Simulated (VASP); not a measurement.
# Zr2Ta (Fm-3m) in VASP: relaxation of cell and atoms with PBE

Aim: the relaxation of cell and atoms of Zr2Ta with PBE.

Everything below comes from runs of VASP 6.6.1. Logs are shortened: lines on timing, memory, paths and dates and some standing lists are left out, and cuts for length are marked.

**1. The cell of the first run**

The structure is cubic, space group Fm-3m (No. 225). Conventional cell: a = 6.603 Å, b = 6.603 Å, c = 6.603 Å, α = 90.00°, β = 90.00°, γ = 90.00°. Zr (site symmetry -43m) has 4 Ta at 2.86 Å and 6 Zr at 3.30 Å within 3.8 Å. Within 3.8 Å of Ta (site symmetry m-3m) lie 8 Zr at 2.86 Å.

**2. Relaxation of cell and atoms, PBE**

Input file INCAR:

```
SYSTEM = Zr2Ta
PREC = Accurate
ENCUT = 600
EDIFF = 1E-6
ISMEAR = 0
SIGMA = 0.1
LREAL = .FALSE.
LASPH = .TRUE.
NELM = 80
ALGO = Fast
ISIF = 3
LWAVE = .FALSE.
LCHARG = .FALSE.
GGA = PE
IBRION = 2
NSW = 100
EDIFFG = -0.01
```

Input file KPOINTS:

```
Automatic mesh
0
G
  12 12 12
  0 0 0
```

Input file POSCAR:

```
Zr2Ta
1.0
    0.0000000000      3.3013675774      3.3013675774
    3.3013675774      0.0000000000      3.3013675774
    3.3013675774      3.3013675774      0.0000000000
Zr Ta
2 1
Direct
    0.2500000000      0.2500000000      0.2500000000
    0.7500000000      0.7500000000      0.7500000000
    0.0000000000      0.0000000000      0.0000000000
```

Potentials or basis: VASP PAW PBE potentials, release 64 (Zr_sv, Ta_pv).

Run with:

```console
cat potpaw_PBE.64/Zr_sv/POTCAR potpaw_PBE.64/Ta_pv/POTCAR > POTCAR
mpirun -np 1 vasp_std > vasp.out
```

OUTCAR:

```text
SYSTEM = Zr2Ta
   PREC = Accurate
   ENCUT = 600
   EDIFF = 1E-6
   ISMEAR = 0
   LREAL = .FALSE.
   LASPH = .TRUE.
   NELM = 80
   ISIF = 3
   GGA = PE
   IBRION = 2
   NSW = 100
   EDIFFG = -0.01

 ion  position               nearest neighbor table
   1  0.250  0.250  0.250-   3 2.86   3 2.86   3 2.86   3 2.86   2 3.30   2 3.30   2 3.30   2 3.30
                             2 3.30   2 3.30
   2  0.750  0.750  0.750-   3 2.86   3 2.86   3 2.86   3 2.86   1 3.30   1 3.30   1 3.30   1 3.30
                             1 3.30   1 3.30
   3  0.000  0.000  0.000-   2 2.86   2 2.86   2 2.86   1 2.86   2 2.86   1 2.86   1 2.86   1 2.86

  LATTYP: Found a face centered cubic cell.
 ALAT       =     6.6027351548

  Lattice vectors:

 A1 = (   0.0000000000,   3.3013675774,   3.3013675774)
 A2 = (   3.3013675774,   0.0000000000,   3.3013675774)
 A3 = (   3.3013675774,   3.3013675774,   0.0000000000)

Analysis of symmetry for initial positions (statically):
=====================================================================
 Subroutine PRICEL returns:
 Original cell was already a primitive cell.

 Routine SETGRP: Setting up the symmetry group for a
 face centered cubic supercell.

 Subroutine GETGRP returns: Found 48 space group operations
 (whereof 48 operations were pure point group operations)
 out of a pool of 48 trial point group operations.

The static configuration has the point symmetry O_h .

Analysis of symmetry for dynamics (positions and initial velocities):
=====================================================================
 Subroutine PRICEL returns:
 Original cell was already a primitive cell.

 Routine SETGRP: Setting up the symmetry group for a
 face centered cubic supercell.

 Subroutine GETGRP returns: Found 48 space group operations
 (whereof 48 operations were pure point group operations)
 out of a pool of 48 trial point group operations.

The dynamic configuration has the point symmetry O_h .

 Subroutine INISYM returns: Found 48 space group operations
 (whereof 48 operations are pure point group operations),
 and found     1 'primitive' translations

----------------------------------------------------------------------------------------

                                     Primitive cell

  volume of cell :      71.9634

  direct lattice vectors                    reciprocal lattice vectors
     0.000000000  3.301367577  3.301367577    -0.151452387  0.151452387  0.151452387
     3.301367577  0.000000000  3.301367577     0.151452387 -0.151452387  0.151452387
     3.301367577  3.301367577  0.000000000     0.151452387  0.151452387 -0.151452387

  length of vectors
     4.668838802  4.668838802  4.668838802     0.262323229  0.262323229  0.262323229

  position of ions in fractional coordinates (direct lattice)
     0.250000000  0.250000000  0.250000000
     0.750000000  0.750000000  0.750000000
     0.000000000  0.000000000  0.000000000

  ion indices of the primitive-cell ions
   primitive index   ion index
                 1           1
                 2           2
                 3           3

----------------------------------------------------------------------------------------

 KPOINTS: Automatic mesh

Automatic generation of k-mesh.
 Grid dimensions read from file:
 generate k-points for:   12   12   12

 Generating k-lattice:

  Cartesian coordinates                     Fractional coordinates (reciprocal lattice)
    -0.012621032  0.012621032  0.012621032     0.083333333  0.000000000  0.000000000
     0.012621032 -0.012621032  0.012621032     0.000000000  0.083333333  0.000000000
     0.012621032  0.012621032 -0.012621032     0.000000000  0.000000000  0.083333333

  Length of vectors
     0.021860269  0.021860269  0.021860269

  Shift w.r.t. Gamma in fractional coordinates (k-lattice)
     0.000000000  0.000000000  0.000000000

 Subroutine IBZKPT returns following result:
 ===========================================

 Found     72 irreducible k-points:

 Following reciprocal coordinates:
            Coordinates               Weight
  0.000000  0.000000  0.000000      1.000000
  0.083333  0.000000  0.000000      8.000000
  0.166667  0.000000  0.000000      8.000000
  0.250000  0.000000  0.000000      8.000000
  0.333333  0.000000  0.000000      8.000000
  0.416667  0.000000  0.000000      8.000000
[... 16 lines left out ...]
  0.500000  0.166667  0.000000     24.000000
 -0.416667  0.166667  0.000000     24.000000
 [... further k-points ...]
   k-points           NKPTS =     72   k-points in BZ     NKDIM =     72   number of bands    NBANDS=     21
   number of dos      NEDOS =    301   number of ions     NIONS =      3
   total plane-waves  NPLWV =  64000
   dimension x,y,z NGX =    40 NGY =   40 NGZ =   40
   dimension x,y,z NGXF=    80 NGYF=   80 NGZF=   80
   ions per type =               2   1
   NGX,Y,Z   is equivalent  to a cutoff of  14.24, 14.24, 14.24 a.u.
   NGXF,Y,Z  is equivalent  to a cutoff of  28.49, 28.49, 28.49 a.u.
 SYSTEM =  Zr2Ta
   PREC   = accura    normal or accurate (medium, high low for compatibility)
   ISTART =      0    job   : 0-new  1-cont  2-samecut
   ICHARG =      2    charge: 1-file 2-atom 10-const
   ISPIN  =      1    spin polarized calculation?
   LNONCOLLINEAR =      F non collinear calculations
   LSORBIT =      F    spin-orbit coupling
   LASPH  =      T    aspherical Exc in radial PAW
   ENCUT  =  600.0 eV  44.10 Ry    6.64 a.u.   9.32  9.32  9.32*2*pi/ulx,y,z
   NELM   =     80;   NELMIN=  2; NELMDL= -5     # of ELM steps
   EDIFF  = 0.1E-05   stopping-criterion for ELM
   LREAL  =      F    real-space projection
   EDIFFG = -.1E-01   stopping-criterion for IOM
   NSW    =    100    number of steps for IOM
   IBRION =      2    ionic relax: 0-MD 1-quasi-New 2-CG
   NFREE  =      1    steps in history (QN), initial steepest desc. (CG)
   ISIF   =      3    stress and relaxation
   ISYM   =      2    0-nonsym 1-usesym 2-fastsym
   POTIM  = 0.5000    time-step for ionic-motion
   TEBEG  =    0.0;   TEEND  =   0.0 temperature during run
   PSTRESS=    0.0 pullay stress
   NELECT =      35.0000    total number of electrons
   NUPDOWN=      -1.0000    fix difference up-down
   EMIN   =  10.00;   EMAX   =-10.00  energy-range for DOS
   EFERMI =   0.00;   METHOD = LEGACY
   ISMEAR =     0;   SIGMA  =   0.10  broadening in eV -4-tet -1-fermi 0-gaus
   EFERMI_NEDOS =   21; number of points for ismear=-14 and -15
   IALGO  =     68    algorithm
   IMIX   =      4    mixing-type and parameters
     AMIX     =   0.40;   BMIX     =  1.00
     AMIX_MAG =   1.60;   BMIX_MAG =  1.00
  volume/ion in A,a.u.               =      23.99       161.88
  Fermi-wavevector in a.u.,A,eV,Ry     =   1.287440  2.432909 22.551677  1.657502
  Thomas-Fermi vector in A             =   2.419454
   LORBIT       =      0    0 simple, 1 ext, 2 COOP (PROOUT), +10 PAW based schemes
   GGA     = PE    functional components
   LHFCALC =     F    Hartree Fock is set to
   AEXX    =    0.0000 exact exchange contribution
   IVDW    =     0    specifies the selected vdW correction
   LEPSILON=     F    determine dielectric tensor
   LRPA    =     F    only Hartree local field effects (RPA)
 conjugate gradient relaxation of ions
 non-spin polarized calculation
 RMM-DIIS sequential band-by-band and
 Gauss-broadening in eV      SIGMA  =   0.10
  energy-cutoff  :      600.00
  volume of cell :       71.96
 maximum number of plane-waves:      2424
 NGX is ok and might be reduce to    40
   NGX = 19   NGY = 19   NGZ = 19

--------------------------------------- Ionic step        1  -------------------------------------------

 number of electron      34.9999999 magnetization

 Free energy of the ion-electron system (eV)
  ---------------------------------------------------
  ext. energy  EPLUGINS =         0.00000000
  ---------------------------------------------------
  free energy    TOTEN  =       -26.71061029 eV

  energy without entropy =      -26.69007603  energy(sigma->0) =      -26.70034316

------------------------ aborting loop because EDIFF is reached ----------------------------------------

  FORCE on cell =-STRESS in cart. coord.  units (eV):
  Direction    XX          YY          ZZ          XY          YZ          ZX
  --------------------------------------------------------------------------------------
  -------------------------------------------------------------------------------------
  Total        0.1532435      0.1532435      0.1532435      0.0000000     -0.0000000      0.0000000
  in kB        3.4117806      3.4117806      3.4117806      0.0000000     -0.0000000      0.0000000
  external PRESSURE =       3.4117806 kB  Pullay stress =       0.0000000 kB
[... 59 lines left out ...]
  energy  without entropy=      -26.6898214219  energy(sigma->0) =      -26.70021455

--------------------------------------- Ionic step        3  -------------------------------------------

 number of electron      35.0000000 magnetization

 Free energy of the ion-electron system (eV)
  ---------------------------------------------------
  ext. energy  EPLUGINS =         0.00000000
  ---------------------------------------------------
  free energy    TOTEN  =       -26.71088712 eV

  energy without entropy =      -26.69022650  energy(sigma->0) =      -26.70055681

 E-fermi :   6.4802     XC(G=0): -10.8009

 val. band max:        6.4802275131   @ k =  -0.3333   0.4167   0.0833
 cond. band min:       6.4834153364   @ k =   0.3333   0.0833   0.0000
 fundamental gap:      0.0031878233
 Fermi energy:         6.4802457791

 k-point     1 :       0.0000    0.0000    0.0000
  band No.  band energies     occupation
      1     -41.8704      2.00000
      2     -41.7719      2.00000
      3     -26.8770      2.00000
      4     -26.8770      2.00000
      5     -26.8770      2.00000
      6     -20.0668      2.00000
[... 550 lines left out ...]
      5     -26.8719      2.00000
      6     -20.0426      2.00000
[... 13 lines left out ...]
     20       7.2933      0.00000
     21       8.0515      0.00000

 [... further k-points ...]

------------------------ aborting loop because EDIFF is reached ----------------------------------------

  FORCE on cell =-STRESS in cart. coord.  units (eV):
  Direction    XX          YY          ZZ          XY          YZ          ZX
  --------------------------------------------------------------------------------------
  -------------------------------------------------------------------------------------
  Total        0.0000377      0.0000377      0.0000377      0.0000000      0.0000000      0.0000000
  in kB        0.0008372      0.0008372      0.0008372      0.0000000      0.0000000      0.0000000
  external PRESSURE =       0.0008372 kB  Pullay stress =       0.0000000 kB
[... 18 lines left out ...]
  FREE ENERGIE OF THE ION-ELECTRON SYSTEM (eV)
  ---------------------------------------------------
  free  energy   TOTEN  =       -26.7108871175 eV

  energy  without entropy=      -26.6902265039  energy(sigma->0) =      -26.70055681

 reached required accuracy - stopping structural energy minimisation
```

Run time: 13 min. Hardware: 1 thread of AMD EPYC 7R13, shared host; peak memory 0.31 GiB.

What came out:

```
Free energy                           : -26.7109 eV
Relaxed volume                        : 24.08 Å³/atom
Relaxed cell                          : a = 4.675 Å, b = 4.675 Å, c = 4.675 Å, α = 60.00°, β = 60.00°, γ = 60.00°
Space group after relaxing (to 0.1 Å) : Fm-3m (No. 225)
Energy gained by relaxing             : 0.1 meV/atom
Ionic steps                           : 3
Pressure after relaxing               : 0.0 GPa
Band gap on the k mesh                : zero (an odd number of electrons rules out a gap without spin polarisation)
```

Step by step:
| step | energy change (eV) | largest force (eV/Å) | pressure (GPa) | volume (Å³) |
| --- | --- | --- | --- | --- |
| 1 | 0.0000 | 0.0000 | 0.34 | 71.96 |
| 2 | 0.0000 | 0.0000 | -0.33 | 72.50 |
| 3 | -0.0003 | 0.0000 | 0.00 | 72.23 |

Final structure:
```cif
data_structure
_symmetry_space_group_name_H-M 'P 1'
_symmetry_Int_Tables_number 1
_cell_length_a 4.6745
_cell_length_b 4.6745
_cell_length_c 4.6745
_cell_angle_alpha 60.000
_cell_angle_beta 60.000
_cell_angle_gamma 60.000
_cell_volume 72.23
loop_
_atom_site_label
_atom_site_type_symbol
_atom_site_fract_x
_atom_site_fract_y
_atom_site_fract_z
_atom_site_occupancy
Zr1 Zr 0.25000 0.25000 0.25000 1
Zr2 Zr 0.75000 0.75000 0.75000 1
Ta1 Ta 0.00000 0.00000 0.00000 1
```

Levels at points of the mesh, in eV from the Fermi level:
```csv
k point,band 14,band 15,band 16,band 17,band 18,band 19,band 20,band 21
"(0.00, 0.00, 0.00)",-2.22,-0.67,-0.67,-0.67,0.18,0.18,0.18,4.58
"(0.50, 0.00, 0.00)",-1.09,-1.09,-0.91,-0.62,-0.62,0.54,0.54,1.83
"(0.50, 0.50, 0.00)",-2.08,-1.64,-0.48,-0.48,-0.34,1.25,1.95,1.95
```

Caveat: spin-orbit coupling is left out, which moves the levels of the heavy elements.
